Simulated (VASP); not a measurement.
# Al2O3 (R-3c) in VASP: notebook

The runs below take Al2O3 through relaxation of cell and atoms, single point, with revPBE+D4, LDA.

Everything below comes from runs of VASP 6.6.1. Logs are shortened: lines on timing, memory, paths and dates and some standing lists are left out, and cuts for length are marked.

**The experiment to reproduce.**

From “Multi-petahertz electron interference in Cr:Al2O3 solid-state material”, 2018, pmc:5906618, for a bulk crystal of Al2O3: band gap 8.7 eV (optical).

The runs below are set against these values where they give the same quantity.

**1. The cell of the first run**

The structure is trigonal, space group R-3c (No. 167). Conventional cell: a = 4.760 Å, b = 4.760 Å, c = 12.996 Å, α = 90.00°, β = 90.00°, γ = 120.00°. Within 2.5 Å of Al (site symmetry 3) lie 6 O at 1.85 to 1.97 Å. O (site symmetry 2) has 4 Al at 1.85 to 1.97 Å and 12 O at 2.53 to 2.86 Å within 2.9 Å.

**2. Relaxation of cell and atoms, revPBE+D4**

INCAR

```
SYSTEM = Al2O3
PREC     = Accurate       ! precision mode
ENCUT    = 600            ! plane-wave cutoff, eV
EDIFF    = 1E-6           ! SCF threshold, eV
ISMEAR   = -1             ! smearing method
SIGMA    = 0.05           ! smearing width, eV
LREAL    = .False.        ! projectors in reciprocal space
LASPH    = .True.         ! aspherical terms in the spheres
NELM     = 80             ! most SCF steps
ALGO     = Normal         ! electronic algorithm
ISIF     = 3              ! what is computed and relaxed
LWAVE    = .False.        ! write WAVECAR
LCHARG   = .False.        ! write CHGCAR
GGA      = RE             ! functional
IVDW     = 13             ! dispersion correction
IBRION   = 2              ! ionic algorithm
NSW      = 60             ! ionic steps
EDIFFG   = -0.01          ! ionic threshold
```

KPOINTS

```
Automatic mesh
0
Gamma
  7 7 7
  0 0 0
```

POSCAR

```
Al2O3
1.0
    2.3802500000      1.3742379782      4.3318666667
   -2.3802500000      1.3742379782      4.3318666667
    0.0000000000     -2.7484759565      4.3318666667
Al O
4 6
Direct
    0.8521600000      0.8521600000      0.8521600000
    0.6478400000      0.6478400000      0.6478400000
    0.1478400000      0.1478400000      0.1478400000
    0.3521600000      0.3521600000      0.3521600000
    0.0566800000      0.7500000000      0.4433200000
    0.7500000000      0.4433200000      0.0566800000
    0.4433200000      0.0566800000      0.7500000000
    0.9433200000      0.2500000000      0.5566800000
    0.2500000000      0.5566800000      0.9433200000
    0.5566800000      0.9433200000      0.2500000000
```

Potentials or basis: VASP PAW PBE potentials, release 64 (Al, O).

On the command line:

```console
$ cat potpaw_PBE.64/Al/POTCAR potpaw_PBE.64/O/POTCAR > POTCAR
$ mpirun -np 1 vasp_std > vasp.out
```

OUTCAR:

```text
SYSTEM = Al2O3
   PREC = Accurate
   ENCUT = 600
   EDIFF = 1E-6
   ISMEAR = -1
   LREAL = .False.
   LASPH = .True.
   NELM = 80
   ISIF = 3
   GGA = RE
   IVDW = 13
   IBRION = 2
   NSW = 60
   EDIFFG = -0.01

 ion  position               nearest neighbor table
   1  0.852  0.852  0.852-   8 1.85   9 1.85  10 1.85   6 1.97   7 1.97   5 1.97   2 2.66   3 2.79
                             3 2.79   3 2.79   2 3.22   2 3.22   2 3.22
   2  0.648  0.648  0.648-   9 1.85   8 1.85  10 1.85   5 1.97   7 1.97   6 1.97   1 2.66   4 2.79
                             4 2.79   4 2.79   1 3.22   1 3.22   1 3.22
   3  0.148  0.148  0.148-   5 1.85   6 1.85   7 1.85   9 1.97  10 1.97   8 1.97   4 2.66   1 2.79
                             1 2.79   1 2.79   4 3.22   4 3.22   4 3.22
   4  0.352  0.352  0.352-   6 1.85   5 1.85   7 1.85   8 1.97  10 1.97   9 1.97   3 2.66   2 2.79
                             2 2.79   2 2.79   3 3.22   3 3.22   3 3.22
   5  0.057  0.750  0.443-   3 1.85   4 1.85   2 1.97   1 1.97
   6  0.750  0.443  0.057-   4 1.85   3 1.85   1 1.97   2 1.97
   7  0.443  0.057  0.750-   3 1.85   4 1.85   1 1.97   2 1.97
   8  0.943  0.250  0.557-   1 1.85   2 1.85   4 1.97   3 1.97
   9  0.250  0.557  0.943-   2 1.85   1 1.85   3 1.97   4 1.97
  10  0.557  0.943  0.250-   1 1.85   2 1.85   3 1.97   4 1.97

  LATTYP: Found a trigonal (rhomboedric) cell.
 ALAT       =     5.1302230849
 COS(alpha) =     0.5694707703

  Lattice vectors:

 A1 = (   2.3802500000,   1.3742379782,   4.3318666667)
 A2 = (  -2.3802500000,   1.3742379782,   4.3318666667)
 A3 = (   0.0000000000,  -2.7484759565,   4.3318666667)

Analysis of symmetry for initial positions (statically):
=====================================================================
 Subroutine PRICEL returns:
 Original cell was already a primitive cell.

 Routine SETGRP: Setting up the symmetry group for a
 trigonal (rhombohedral) supercell.

 Subroutine GETGRP returns: Found 12 space group operations
 (whereof  6 operations were pure point group operations)
 out of a pool of 12 trial point group operations.

The static configuration has the point symmetry S_6 .
 The point group associated with its full space group is D_3d.

Analysis of symmetry for dynamics (positions and initial velocities):
=====================================================================
 Subroutine PRICEL returns:
 Original cell was already a primitive cell.

 Routine SETGRP: Setting up the symmetry group for a
 trigonal (rhombohedral) supercell.

[... 201 lines left out ...]
     -1.65027     -0.10988      5.41483         0.017516      0.030338     -0.000000
      0.72998      1.48412      5.41483         0.017516     -0.030338     -0.000000
      0.92030     -1.37424      5.41483        -0.035031     -0.000000     -0.000000
      1.65027      0.10988      7.58077        -0.017516     -0.030338     -0.000000
     -0.72998     -1.48412      7.58077        -0.017516      0.030338     -0.000000
     -0.92030      1.37424      7.58077         0.035031     -0.000000     -0.000000
 -----------------------------------------------------------------------------------
    total drift:                               -0.000000      0.000000     -0.000000

  FREE ENERGIE OF THE ION-ELECTRON SYSTEM (eV)
  ---------------------------------------------------
  free  energy   TOTEN  =       -76.8145614041 eV

  energy  without entropy=      -76.8145614041  energy(sigma->0) =      -76.81456140

--------------------------------------- Ionic step        2  -------------------------------------------

 number of electron      48.0000004 magnetization

 Free energy of the ion-electron system (eV)
  ---------------------------------------------------
  ext. energy  EPLUGINS =         0.00000000
  ---------------------------------------------------
  free energy    TOTEN  =       -71.42633799 eV

  energy without entropy =      -71.42633799  energy(sigma->0) =      -71.42633799

 E-fermi :   7.3701     XC(G=0): -11.5520

 val. band max:        6.2758219564   @ k =   0.0000   0.0000   0.0000
 cond. band min:      12.5674738666   @ k =   0.0000   0.0000   0.0000
 fundamental gap:      6.2916519103
 Fermi energy:         7.3700613923

 k-point     1 :       0.0000    0.0000    0.0000
  band No.  band energies     occupation
      1     -13.0405      2.00000
      2     -10.7183      2.00000
      3     -10.4543      2.00000
      4     -10.4543      2.00000
      5     -10.1431      2.00000
      6     -10.1431      2.00000
[... 781 lines left out ...]
     29      17.6619      0.00000
     30      17.7768      0.00000

 [... further k-points ...]

------------------------ aborting loop because EDIFF is reached ----------------------------------------

  DFT-D4 for vdW energy calculation

  Edisp (eV):   -5.38856

  FORCE on cell =-STRESS in cart. coord.  units (eV):
  Direction    XX          YY          ZZ          XY          YZ          ZX
  --------------------------------------------------------------------------------------
  -------------------------------------------------------------------------------------
  Total       0.04097     0.04097     0.08337     0.00000    -0.00000     0.00000
  in kB       0.77303     0.77303     1.57322     0.00000    -0.00000     0.00000
  external pressure =        1.04 kB  Pullay stress =        0.00 kB

 VOLUME and BASIS-vectors are now :
 -----------------------------------------------------------------------------
  energy-cutoff  :      600.00
  volume of cell :       84.91
      direct lattice vectors                 reciprocal lattice vectors
     2.380490686  1.374376938  4.325412553     0.210040729  0.121267072  0.077063940
    -2.380490686  1.374376938  4.325412553    -0.210040729  0.121267072  0.077063940
     0.000000000 -2.748753876  4.325412553     0.000000000 -0.242534143  0.077063940

 POSITION                                       TOTAL-FORCE (eV/Angst)
 -----------------------------------------------------------------------------------
      0.00000     -0.00000     11.05766        -0.000000     -0.000000      0.002505
      0.00000     -0.00000      8.40670        -0.000000      0.000000     -0.002505
      0.00000     -0.00000      1.91858        -0.000000      0.000000     -0.002505
      0.00000     -0.00000      4.56954        -0.000000     -0.000000      0.002505
     -1.64960     -0.10843      5.40677        -0.003570     -0.006183     -0.000000
      0.73089      1.48281      5.40677        -0.003570      0.006183      0.000000
      0.91870     -1.37438      5.40677         0.007139     -0.000000      0.000000
      1.64960      0.10843      7.56947         0.003570      0.006183      0.000000
     -0.73089     -1.48281      7.56947         0.003570     -0.006183     -0.000000
     -0.91870      1.37438      7.56947        -0.007139      0.000000      0.000000
 -----------------------------------------------------------------------------------
    total drift:                                0.000000     -0.000000     -0.000000

  FREE ENERGIE OF THE ION-ELECTRON SYSTEM (eV)
  ---------------------------------------------------
  free  energy   TOTEN  =       -76.8148960003 eV

  energy  without entropy=      -76.8148960003  energy(sigma->0) =      -76.81489600

 reached required accuracy - stopping structural energy minimisation
```

CONTCAR:

```text
Al2O3
   1.00000000000000
     2.3804906857488168    1.3743769381819144    4.3254125527329608
    -2.3804906857488168    1.3743769381819144    4.3254125527329608
     0.0000000000000000   -2.7487538764636894    4.3254125527329137
  Al              O
     4     6
Direct
     0.8521465271515749    0.8521465271515749    0.8521465271515749
     0.6478534728484251    0.6478534728484251    0.6478534728484251
     0.1478534728484251    0.1478534728484251    0.1478534728484251
     0.3521465271515749    0.3521465271515749    0.3521465271515749
     0.0570350027079067    0.7500000000000000    0.4429649972920933
     0.7500000000000000    0.4429649972920933    0.0570350027079067
     0.4429649972920933    0.0570350027079067    0.7500000000000000
     0.9429649972920933    0.2500000000000000    0.5570350027079067
     0.2500000000000000    0.5570350027079067    0.9429649972920933
     0.5570350027079067    0.9429649972920933    0.2500000000000000

  0.00000000E+00  0.00000000E+00  0.00000000E+00
  0.00000000E+00  0.00000000E+00  0.00000000E+00
  0.00000000E+00  0.00000000E+00  0.00000000E+00
  0.00000000E+00  0.00000000E+00  0.00000000E+00
  0.00000000E+00  0.00000000E+00  0.00000000E+00
  0.00000000E+00  0.00000000E+00  0.00000000E+00
  0.00000000E+00  0.00000000E+00  0.00000000E+00
  0.00000000E+00  0.00000000E+00  0.00000000E+00
  0.00000000E+00  0.00000000E+00  0.00000000E+00
  0.00000000E+00  0.00000000E+00  0.00000000E+00
```

It took 5 min on 1 thread of Intel Xeon 8259CL, shared host; peak memory 0.31 GiB.

What came out:

```
Free energy                           : -76.8149 eV
Relaxed volume                        : 8.49 Å³/atom
Relaxed cell                          : a = 5.125 Å, b = 5.125 Å, c = 5.125 Å, α = 55.35°, β = 55.35°, γ = 55.35°
Space group after relaxing (to 0.1 Å) : R-3c (No. 167)
Energy gained by relaxing             : 0.0 meV/atom
Ionic steps                           : 2
Pressure after relaxing               : 0.1 GPa
Largest force after relaxing          : 0.007 eV/Å
Band gap on the k mesh                : 6.29 eV
Dispersion energy per atom            : -0.539 eV
```

Forces on the atoms (eV/Å):
```
Al   0.000  0.000  0.003
Al   0.000  0.000 -0.003
Al   0.000  0.000 -0.003
Al   0.000  0.000  0.003
O   -0.004 -0.006  0.000
O   -0.004  0.006  0.000
O    0.007  0.000  0.000
O    0.004  0.006  0.000
O    0.004 -0.006  0.000
O   -0.007  0.000  0.000
```

The path:
```tsv
step	energy change (eV)	largest force (eV/Å)	pressure (GPa)	volume (Å³)
1	0.0000	0.0350	-0.17	85.02
2	-0.0003	0.0071	0.10	84.91
```

Final structure:
```
Al O
1.0
     2.38049    1.37438    4.32541
    -2.38049    1.37438    4.32541
     0.00000   -2.74875    4.32541
Al O
4 6
Direct
  0.85215 0.85215 0.85215
  0.64785 0.64785 0.64785
  0.14785 0.14785 0.14785
  0.35215 0.35215 0.35215
  0.05704 0.75000 0.44296
  0.75000 0.44296 0.05704
  0.44297 0.05704 0.75000
  0.94297 0.25000 0.55704
  0.25000 0.55704 0.94296
  0.55703 0.94297 0.25000
```

Levels at points of the mesh, in eV from the valence-band top:
| k point | band 22 | band 23 | band 24 | band 25 | band 26 | band 27 |
| --- | --- | --- | --- | --- | --- | --- |
| (0.00, 0.00, 0.00) | -0.07 | -0.07 | 0.00 | 6.29 | 9.21 | 10.86 |

Caveat: the PAW data sets were made with another functional, which shifts forces and pressure a little; an odd mesh through Γ misses points on the zone boundary, where band edges can lie.

**3. Single point, LDA**

This run uses another cell than the first one, of 8.32 Å³/atom.

INCAR

```
SYSTEM = Al2O3
  PREC = Accurate
  ENCUT = 520
  EDIFF = 1E-6
  ISMEAR = -1
  SIGMA = 0.05
  LREAL = .FALSE.
  LASPH = .TRUE.
  NELM = 80
  ALGO = Normal
  ISIF = 2
  LWAVE = .FALSE.
  LCHARG = .FALSE.
  NBANDS = 35
```

KPOINTS

```
regular mesh
0
G
  7 7 7
  0 0 0
```

POSCAR

```
Al2O3
1.0
    2.3645764522      1.3651888512      4.2972874291
   -2.3645764522      1.3651888512      4.2972874291
    0.0000000000     -2.7303777025      4.2972874291
Al O
4 6
Direct
    0.8520243481      0.8520243481      0.8520243481
    0.6479756519      0.6479756519      0.6479756519
    0.1479756519      0.1479756519      0.1479756519
    0.3520243481      0.3520243481      0.3520243481
    0.0558593858      0.7500000000      0.4441406142
    0.7500000000      0.4441406142      0.0558593858
    0.4441406142      0.0558593858      0.7500000000
    0.9441406142      0.2500000000      0.5558593858
    0.2500000000      0.5558593858      0.9441406142
    0.5558593858      0.9441406142      0.2500000000
```

Potentials or basis: VASP PAW LDA potentials, release 64 (Al, O).

On the command line:

```console
$ cat potpaw_LDA.64/Al/POTCAR potpaw_LDA.64/O/POTCAR > POTCAR
$ mpirun -np 1 vasp_std > vasp.out
```

It took 3.9 min on 1 thread of AMD EPYC 7R13, shared host; peak memory 0.21 GiB.

Results (log left out):

```yaml
Free_energy: -83.1035 eV
Pressure: 0.8 GPa
Largest_force: 0.012 eV/Å
Band_gap_on_the_k_mesh: 6.44 eV
```

Forces on the atoms (eV/Å):
```
Al   0.000  0.000 -0.012
Al   0.000  0.000  0.012
Al   0.000  0.000  0.012
Al   0.000  0.000 -0.012
O   -0.004 -0.007  0.000
O   -0.004  0.007  0.000
O    0.008  0.000  0.000
O    0.004  0.007  0.000
O    0.004 -0.007  0.000
O   -0.008  0.000  0.000
```

Stress tensor (GPa, compression positive):
```
0.90 0.00 0.00
0.00 0.90 0.00
0.00 0.00 0.66
```

Levels at points of the mesh, in eV from the valence-band top:
| k point | band 21 | band 22 | band 23 | band 24 | band 25 | band 26 | band 27 | band 28 |
| --- | --- | --- | --- | --- | --- | --- | --- | --- |
| (0.00, 0.00, 0.00) | -0.52 | -0.04 | -0.04 | 0.00 | 6.44 | 9.09 | 10.79 | 11.55 |

Caveat: an odd mesh through Γ misses points on the zone boundary, where band edges can lie.

**4. How close it comes**

Step 3. Measured gap of Al2O3: 8.7 eV (optical; quoted in “Multi-petahertz electron interference in Cr:Al2O3 solid-state material”, 2018, pmc:5906618). This calculation gives 6.44 eV (-2.26 eV). The value is that of LDA on a finite k mesh, which can miss the band edges, without temperature or zero-point motion. Semilocal functionals fall short of measured gaps as a rule.
